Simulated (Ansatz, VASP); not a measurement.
Al: VASP beside Ansatz

```
Al
1.0
     3.21264    3.21264    3.21264
    -3.21264   -3.21264    3.21264
     3.21264   -3.21264   -3.21264
Al
8
Direct
  0.89074 0.60926 0.50000
  0.00000 0.00000 0.50000
  0.00000 0.50000 0.00000
  0.00000 0.00000 0.00000
  0.50000 0.50000 0.50000
  0.50000 0.00000 0.50000
  0.50000 0.50000 0.00000
  0.50000 0.00000 0.00000
```

Alike in both runs: task single point; functional PBEsol; k mesh 10 × 10 × 10; occupations gaussian, width 0.15 eV; no spin polarisation.

|  | VASP | Ansatz |
| --- | --- | --- |
| version | VASP 6.6.1 | Ansatz 0.2.0 |
| potentials or method | VASP PAW PBE potentials, release 64 (Al), cutoff 520 eV | scalar-relativistic, plane waves, PAW |
| valence electrons in the cell | 24 | 24 |

Ansatz gave:

- gap on the k mesh at the Fermi level (eV): none
- pressure (GPa): 10.1
- traceless stress, the component that is largest in VASP (GPa): 8.12
- rms of the force components (eV/Å): 2.699

Problem. Estimate VASP's values.

Solution. gap on the k mesh at the Fermi level (eV): none; pressure (GPa): 10.3; traceless stress, the component that is largest in VASP (GPa): 8.16; rms of the force components (eV/Å): 2.712.

VASP's potentials were made for PBE, not for PBEsol, and Ansatz warns of the same on its side. Atom by atom the forces differ by 0.014 eV/Å (rms over components). A gap of «none» marks a metal or a gap that the smearing closes. The functional is the same, so the differences come from potentials, cutoffs and numerics.
